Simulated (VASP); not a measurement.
# FeSi2 (Linzhiite) (P4/mmm) in VASP: single point with r2SCAN

Aim: the single point of FeSi2 (Linzhiite) with r2SCAN.

Everything below comes from runs of VASP 6.6.1. Logs are shortened: lines on timing, memory, paths and dates and some standing lists are left out, and cuts for length are marked.

**1. The cell of the first run**

It takes space group P4/mmm (No. 123, tetragonal). The conventional cell has a = 2.683 Å, b = 2.683 Å, c = 5.103 Å, α = 90.00°, β = 90.00°, γ = 90.00°. Within 3.1 Å of Fe (site symmetry 4/mmm) lie 8 Si at 2.35 Å and 4 Fe at 2.68 Å. Si (site symmetry 4mm) has 6 Si at 2.34 to 2.76 Å and 4 Fe at 2.35 Å within 3.1 Å.

**2. Single point, r2SCAN, collinear spin, ferromagnetic start**

POSCAR reads:

```
FeSi2
1.0
    2.6831814398      0.0000000000      0.0000000000
    0.0000000000      2.6831814398      0.0000000000
    0.0000000000      0.0000000000      5.1028364790
Fe Si
1 2
Direct
    0.0000000000      0.0000000000      0.0000000000
    0.5000000000      0.5000000000      0.2708629427
    0.5000000000      0.5000000000      0.7291370573
```

INCAR.step1 reads:

```
  ALGO = Normal
  EDIFF = 1E-4
  ENCUT = 520
  GGA = PE
  ISMEAR = -1
  ISPIN = 2
  LASPH = True
  LCHARG = False
  LMAXMIX = 4
  LREAL = False
  LWAVE = True
  MAGMOM = 3 0 0
  NBANDS = 19
  NELM = 150
  PREC = Accurate
  SIGMA = 0.05
```

INCAR.step2 reads:

```
  ALGO = Normal
  EDIFF = 1E-6
  ENCUT = 520
  ISIF = 2
  ISMEAR = -1
  ISPIN = 2
  ISTART = 1
  LASPH = True
  LCHARG = True
  LELF = True
  LMAXMIX = 4
  LMIXTAU = True
  LORBIT = 11
  LREAL = False
  LVHAR = True
  LWAVE = False
  MAGMOM = 3 0 0
  METAGGA = R2SCAN
  NBANDS = 19
  NELM = 150
  PREC = Accurate
  SIGMA = 0.05
```

KPOINTS reads:

```
k-points
0
Gamma
  12 12 7
```

Potentials or basis: VASP PAW PBE potentials, release 64 (Fe, Si).

Started as:

```
$ cat potpaw_PBE.64/Fe/POTCAR potpaw_PBE.64/Si/POTCAR > POTCAR
$ cp INCAR.step1 INCAR
$ mpirun -np 1 vasp_std > vasp.out
$ cp INCAR.step2 INCAR
$ mpirun -np 1 vasp_std > vasp.out
```

OUTCAR:

```text
EDIFF = 1E-6
   ENCUT = 520
   ISIF = 2
   ISMEAR = -1
   ISPIN = 2
   ISTART = 1
   LASPH = True
   LORBIT = 11
   LREAL = False
   METAGGA = R2SCAN
   NELM = 150
   PREC = Accurate

 ion  position               nearest neighbor table
   1  0.000  0.000  0.000-   2 2.35   3 2.35   2 2.35   3 2.35   2 2.35   3 2.35   2 2.35   3 2.35

   2  0.500  0.500  0.271-   3 2.34   1 2.35   1 2.35   1 2.35   1 2.35   3 2.76
   3  0.500  0.500  0.729-   2 2.34   1 2.35   1 2.35   1 2.35   1 2.35   2 2.76

  LATTYP: Found a simple tetragonal cell.
 ALAT       =     2.6831814398
 C/A-ratio  =     1.9017858440

  Lattice vectors:

 A1 = (   2.6831814398,   0.0000000000,   0.0000000000)
 A2 = (   0.0000000000,   2.6831814398,   0.0000000000)
 A3 = (   0.0000000000,   0.0000000000,   5.1028364790)

Analysis of symmetry for initial positions (statically):
=====================================================================
 Subroutine PRICEL returns:
 Original cell was already a primitive cell.

 Routine SETGRP: Setting up the symmetry group for a
 simple tetragonal supercell.

 Subroutine GETGRP returns: Found 16 space group operations
 (whereof 16 operations were pure point group operations)
 out of a pool of 16 trial point group operations.

The static configuration has the point symmetry D_4h.

Analysis of symmetry for dynamics (positions and initial velocities):
=====================================================================
 Subroutine PRICEL returns:
 Original cell was already a primitive cell.

 Routine SETGRP: Setting up the symmetry group for a
 simple tetragonal supercell.

 Subroutine GETGRP returns: Found 16 space group operations
 (whereof 16 operations were pure point group operations)
 out of a pool of 16 trial point group operations.

The dynamic configuration has the point symmetry D_4h.

Analysis of structural, dynamic, and magnetic symmetry:
=====================================================================
 Subroutine PRICEL returns:
 Original cell was already a primitive cell.

 Routine SETGRP: Setting up the symmetry group for a
 simple tetragonal supercell.

 Subroutine GETGRP returns: Found 16 space group operations
 (whereof 16 operations were pure point group operations)
 out of a pool of 16 trial point group operations.

The overall configuration has the point symmetry D_4h.

 Subroutine INISYM returns: Found 16 space group operations
 (whereof 16 operations are pure point group operations),
 and found     1 'primitive' translations

----------------------------------------------------------------------------------------

                                     Primitive cell

  volume of cell :      36.7377

  direct lattice vectors                    reciprocal lattice vectors
     2.683181440  0.000000000  0.000000000     0.372691904  0.000000000  0.000000000
     0.000000000  2.683181440  0.000000000     0.000000000  0.372691904  0.000000000
     0.000000000  0.000000000  5.102836479     0.000000000  0.000000000  0.195969439

  length of vectors
     2.683181440  2.683181440  5.102836479     0.372691904  0.372691904  0.195969439

  position of ions in fractional coordinates (direct lattice)
     0.000000000  0.000000000  0.000000000
     0.500000000  0.500000000  0.270862943
     0.500000000  0.500000000  0.729137057

  ion indices of the primitive-cell ions
   primitive index   ion index
                 1           1
                 2           2
                 3           3

----------------------------------------------------------------------------------------

 KPOINTS: k-points

Automatic generation of k-mesh.
 Grid dimensions read from file:
 generate k-points for:   12   12    7

 Generating k-lattice:

  Cartesian coordinates                     Fractional coordinates (reciprocal lattice)
     0.031057659  0.000000000  0.000000000     0.083333333  0.000000000  0.000000000
     0.000000000  0.031057659  0.000000000     0.000000000  0.083333333  0.000000000
     0.000000000  0.000000000  0.027995634     0.000000000  0.000000000  0.142857143

  Length of vectors
     0.031057659  0.031057659  0.027995634

  Shift w.r.t. Gamma in fractional coordinates (k-lattice)
     0.000000000  0.000000000  0.000000000

 Subroutine IBZKPT returns following result:
 ===========================================

 Found    112 irreducible k-points:

 Following reciprocal coordinates:
            Coordinates               Weight
  0.000000  0.000000  0.000000      1.000000
  0.083333  0.000000  0.000000      4.000000
  0.166667  0.000000  0.000000      4.000000
  0.250000  0.000000  0.000000      4.000000
  0.333333  0.000000  0.000000      4.000000
  0.416667  0.000000  0.000000      4.000000
[... 16 lines left out ...]
  0.333333  0.333333  0.000000      4.000000
  0.416667  0.333333  0.000000      8.000000
 [... further k-points ...]
   k-points           NKPTS =    112   k-points in BZ     NKDIM =    112   number of bands    NBANDS=     19
   number of dos      NEDOS =    301   number of ions     NIONS =      3
   total plane-waves  NPLWV =  16000
   dimension x,y,z NGX =    20 NGY =   20 NGZ =   40
   dimension x,y,z NGXF=    40 NGYF=   40 NGZF=   80
   ions per type =               1   2
   NGX,Y,Z   is equivalent  to a cutoff of  12.39, 12.39, 13.03 a.u.
   NGXF,Y,Z  is equivalent  to a cutoff of  24.78, 24.78, 26.06 a.u.
 SYSTEM =  unknown system
   PREC   = accura    normal or accurate (medium, high low for compatibility)
   ISTART =      1    job   : 0-new  1-cont  2-samecut
   ICHARG =      0    charge: 1-file 2-atom 10-const
   ISPIN  =      2    spin polarized calculation?
   LNONCOLLINEAR =      F non collinear calculations
   LSORBIT =      F    spin-orbit coupling
   LASPH  =      T    aspherical Exc in radial PAW
   ENCUT  =  520.0 eV  38.22 Ry    6.18 a.u.   4.99  4.99  9.49*2*pi/ulx,y,z
   NELM   =    150;   NELMIN=  2; NELMDL=  0     # of ELM steps
   EDIFF  = 0.1E-05   stopping-criterion for ELM
   LREAL  =      F    real-space projection
   EDIFFG = 0.1E-04   stopping-criterion for IOM
   NSW    =      0    number of steps for IOM
   IBRION =     -1    ionic relax: 0-MD 1-quasi-New 2-CG
   NFREE  =      0    steps in history (QN), initial steepest desc. (CG)
   ISIF   =      2    stress and relaxation
   ISYM   =      2    0-nonsym 1-usesym 2-fastsym
   POTIM  = 0.5000    time-step for ionic-motion
   TEBEG  =    0.0;   TEEND  =   0.0 temperature during run
   PSTRESS=    0.0 pullay stress
   NELECT =      16.0000    total number of electrons
   NUPDOWN=      -1.0000    fix difference up-down
   EMIN   =  10.00;   EMAX   =-10.00  energy-range for DOS
   EFERMI =   0.00;   METHOD = LEGACY
   ISMEAR =    -1;   SIGMA  =   0.05  broadening in eV -4-tet -1-fermi 0-gaus
   EFERMI_NEDOS =   21; number of points for ismear=-14 and -15
   IALGO  =     38    algorithm
   IMIX   =      4    mixing-type and parameters
     AMIX     =   0.40;   BMIX     =  1.00
     AMIX_MAG =   1.60;   BMIX_MAG =  1.00
  volume/ion in A,a.u.               =      12.25        82.64
  Fermi-wavevector in a.u.,A,eV,Ry     =   1.240921  2.345001 20.951417  1.539886
  Thomas-Fermi vector in A             =   2.375341
   LORBIT       =     11    0 simple, 1 ext, 2 COOP (PROOUT), +10 PAW based schemes
   METAGGA = R2SCAN    functional components
   LHFCALC =     F    Hartree Fock is set to
   AEXX    =    0.0000 exact exchange contribution
   IVDW    =     0    specifies the selected vdW correction
   LEPSILON=     F    determine dielectric tensor
   LRPA    =     F    only Hartree local field effects (RPA)
 spin polarized calculation
  energy-cutoff  :      520.00
  volume of cell :       36.74
 maximum number of plane-waves:      1008
 NGX is ok and might be reduce to    20
   NGX =  9   NGY =  9   NGZ = 19

 number of electron      16.0000000 magnetization       0.1597660

 Free energy of the ion-electron system (eV)
  ---------------------------------------------------
  ext. energy  EPLUGINS =         0.00000000
  ---------------------------------------------------
  free energy    TOTEN  =       -32.56596912 eV

  energy without entropy =      -32.55858097  energy(sigma->0) =      -32.56227505

 E-fermi :  10.1086     XC(G=0): -12.8255

 val. band max:       10.1028822190   @ k =   0.5000   0.5000   0.2857
 cond. band min:      10.1135949113   @ k =   0.5000   0.0833   0.0000
 fundamental gap:      0.0107126923
 Fermi energy:        10.1086206365

 spin component 1

 k-point     1 :       0.0000    0.0000    0.0000
  band No.  band energies     occupation
      1      -4.6935      1.00000
      2       0.4170      1.00000
      3       1.6068      1.00000
      4       6.2457      1.00000
      5       8.2774      1.00000
      6       8.3770      1.00000
[... 11 lines left out ...]
     18      22.0297      0.00000
     19      25.4929      0.00000
[... 489 lines left out ...]
      3       4.1327      1.00000
      4       5.1906      1.00000
      5       5.4942      1.00000
      6       7.2679      1.00000
[... 11 lines left out ...]
     18      24.2513      0.00000
     19      24.8201      0.00000

 [... further k-points ...]

 spin component 2

 k-point     1 :       0.0000    0.0000    0.0000
  band No.  band energies     occupation
      1      -4.7136      1.00000
      2       0.3824      1.00000
      3       1.6221      1.00000
      4       6.6984      1.00000
      5       8.4911      1.00000
      6       8.5160      1.00000
[... 11 lines left out ...]
     18      22.0239      0.00000
     19      25.4821      0.00000
[... 489 lines left out ...]
      3       4.1412      1.00000
      4       5.2106      1.00000
      5       5.5456      1.00000
      6       7.2650      1.00000
[... 11 lines left out ...]
     18      24.2743      0.00000
     19      24.8209      0.00000

 [... further k-points ...]

------------------------ aborting loop because EDIFF is reached ----------------------------------------

  FORCE on cell =-STRESS in cart. coord.  units (eV):
  Direction    XX          YY          ZZ          XY          YZ          ZX
  --------------------------------------------------------------------------------------
  -------------------------------------------------------------------------------------
  Total        0.0772074      0.0772074     -0.0053015      0.0000000      0.0000000     -0.0000000
  in kB        3.3671130      3.3671130     -0.2312050      0.0000000      0.0000000     -0.0000000
  external PRESSURE =       2.1676737 kB  Pullay stress =       0.0000000 kB

 VOLUME and BASIS-vectors are now :
 -----------------------------------------------------------------------------
  energy-cutoff  :      520.00
  volume of cell :       36.74
      direct lattice vectors                 reciprocal lattice vectors
     2.683181440  0.000000000  0.000000000     0.372691904  0.000000000  0.000000000
     0.000000000  2.683181440  0.000000000     0.000000000  0.372691904  0.000000000
     0.000000000  0.000000000  5.102836479     0.000000000  0.000000000  0.195969439

 POSITION                                       TOTAL-FORCE (eV/Angst)
 -----------------------------------------------------------------------------------
      0.00000      0.00000      0.00000         0.000000      0.000000      0.000000
      1.34159      1.34159      1.38217        -0.000000      0.000000      0.029176
      1.34159      1.34159      3.72067        -0.000000      0.000000     -0.029176
 -----------------------------------------------------------------------------------
    total drift:                               -0.000000      0.000000      0.000000

  FREE ENERGIE OF THE ION-ELECTRON SYSTEM (eV)
  ---------------------------------------------------
  free  energy   TOTEN  =       -32.5659691194 eV

  energy  without entropy=      -32.5585809722  energy(sigma->0) =      -32.56227505

 total charge

# of ion       s       p       d       tot
------------------------------------------
    1        0.474   0.734   6.689   7.896
    2        0.723   0.914   0.000   1.637
    3        0.723   0.914   0.000   1.637
--------------------------------------------------
tot          1.920   2.562   6.689  11.171

 magnetization (x)

# of ion       s       p       d       tot
------------------------------------------
    1       -0.001  -0.007   0.190   0.183
    2       -0.001  -0.004   0.000  -0.005
    3       -0.001  -0.004   0.000  -0.005
--------------------------------------------------
tot         -0.004  -0.014   0.190   0.172
```

It took 4.9 min on 1 thread of Intel Xeon 6975P-C (Granite Rapids), shared host; peak memory 0.24 GiB.

Results:

```
Free energy                                           : -32.5660 eV
Pressure                                              : 0.2 GPa
Largest force                                         : 0.029 eV/Å
Net moment                                            : 0.16 μB per cell
Site moments                                          : Fe +0.18; Si -0.01 μB
Valence electrons inside the program's atomic spheres : Fe 7.90; Si 1.64
```

Forces on the atoms (eV/Å):
```
Fe   0.000  0.000  0.000
Si   0.000  0.000  0.029
Si   0.000  0.000 -0.029
```

Levels at points of the mesh, in eV from the Fermi level:
Spin up:
```
           k point  band 5  band 6  band 7  band 8  band 9  band 10  band 11  band 12
(0.00, 0.00, 0.00)   -1.83   -1.73   -1.73   -0.95    4.81     4.81     7.04     7.43
(0.50, 0.00, 0.00)   -4.14   -3.38   -2.42   -1.31    0.01     1.51     2.41     8.22
(0.50, 0.50, 0.00)   -4.83   -3.57   -2.43   -0.01    0.89     2.73     3.09     3.09
```
Spin down:
```
           k point  band 5  band 6  band 7  band 8  band 9  band 10  band 11  band 12
(0.00, 0.00, 0.00)   -1.62   -1.59   -1.59   -0.88    4.79     4.79     7.03     7.56
(0.50, 0.00, 0.00)   -4.18   -3.11   -2.38   -1.16    0.40     1.63     2.68     8.19
(0.50, 0.50, 0.00)   -4.84   -3.57   -2.28    0.69    0.86     2.87     3.12     3.12
```

Caveat: the PAW data sets were made with another functional, which shifts forces and pressure a little.
